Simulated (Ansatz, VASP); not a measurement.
CaSe: VASP beside Ansatz

File INCAR:

```
SYSTEM = CaSe
ALGO = Normal
EDIFF = 1E-6
ENCUT = 520
GGA = PE
ISIF = 2
ISMEAR = -1
LASPH = .True.
LCHARG = .False.
LREAL = .False.
LWAVE = .False.
NBANDS = 15
NELM = 60
PREC = Accurate
SIGMA = 0.02
```

File KPOINTS:

```
k-points
0
Gamma
  8 8 8
  0 0 0
```

POSCAR

```
CaSe
1.0
   -0.0308623653      2.9366727605      2.9366727605
    2.9366727605     -0.0308623653      2.9366727605
    2.9366727605      2.9366727605     -0.0308623653
Ca Se
1 1
Direct
    0.0000000000      0.0000000000      0.0000000000
    0.5000000000      0.5000000000      0.5000000000
```

Input for Ansatz:

```yaml
crystal:
  lattice:
    - [-0.0308623653, 2.9366727605, 2.9366727605]
    - [2.9366727605, -0.0308623653, 2.9366727605]
    - [2.9366727605, 2.9366727605, -0.0308623653]
  atoms:
    - { symbol: Ca, position: [0.0, 0.0, 0.0] }
    - { symbol: Se, position: [0.5, 0.5, 0.5] }
kpoints:
  mp_grid: { grid: [8, 8, 8] }
  band_path:
    path:
      - [0.0, 0.0, 0.0]
      - [0.5, 0.0, 0.5]
      - [0.625, 0.25, 0.625]
      - [0.375, 0.375, 0.75]
      - [0.5, 0.5, 0.5]
      - [0.5, 0.25, 0.75]
    npoints: 1
hamiltonian:
  xc: pbe
scf:
  occupations: { method: fermi_dirac, width: 0.02 }
  n_extra_bands: 4
output:
  forces: true
  stress: true
  eigenvalues: true
```

Change from the starting cell: shear_111 strain -1.6%.

Alike in both runs: task single point; functional PBE; k mesh 8 × 8 × 8; occupations fermi-dirac, width 0.02 eV; no spin polarisation.

```csv
,VASP,Ansatz
version,VASP 6.6.1,Ansatz 0.2.0
potentials or method,"VASP PAW PBE potentials, release 64 (Ca_sv, Se)","plane waves, PAW"
plane-wave cutoff (eV),520,420
valence electrons in the cell,16,26
```

|  | VASP | Ansatz | Ansatz less VASP |
| --- | --- | --- | --- |
| gap on the k mesh at the Fermi level (eV) | 1.95 | 1.96 | +0.010 |
| pressure (GPa) | 1.6 | 1.4 | -0.18 |
| traceless stress, the component that is largest in VASP (GPa) | 0.28 | 0.28 | +0.002 |

The functional is the same, so the differences come from potentials, cutoffs and numerics. VASP's potentials hold 16 valence electrons a cell and Ansatz's 26, so a difference there can come from the potentials and not from the codes.
